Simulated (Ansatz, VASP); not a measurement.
**Two plane-wave programs on Zn3S2O**

```xyz
6
Lattice="-1.8437 1.8437 7.5798 1.8437 -1.8437 7.5798 1.8437 1.8437 -7.5798" Properties=species:S:1:pos:R:3 pbc="T T T"
Zn    0.0000    0.0000   10.4100
Zn    0.0000    0.0000    4.7496
Zn    0.0000    0.0000    0.0000
S     1.8437    0.0000    6.1624
S     1.8437    0.0000    1.4175
O     0.0000    1.8437    3.7899
```

Alike in both runs: functional PBE; k mesh 10 × 10 × 10; occupations gaussian, width 0.02 eV; no spin polarisation.

Ansatz relaxed the structure, and its values are those at the end. VASP's run is a single point on that final structure, the one shown.

|  | VASP | Ansatz |
| --- | --- | --- |
| version | VASP 6.6.1 | Ansatz 0.2.0 |
| potentials or method | VASP PAW PBE potentials, release 64 (Zn, S, O), cutoff 520 eV | scalar-relativistic, plane waves, PAW |
| valence electrons in the cell | 54 | 54 |

Ansatz gave:

| Item | Value |
| --- | --- |
| gap on the k mesh at the Fermi level (eV) | 1.11 |
| least direct gap on the mesh (eV) | 1.11 |
| pressure (GPa) | 0.0 |
| rms of the force components (eV/Å) | 0.001 |

**Question.** Which values does VASP return?

**Answer.** gap on the k mesh at the Fermi level (eV): 1.11; least direct gap on the mesh (eV): 1.11; pressure (GPa): 0.2; rms of the force components (eV/Å): 0.006.
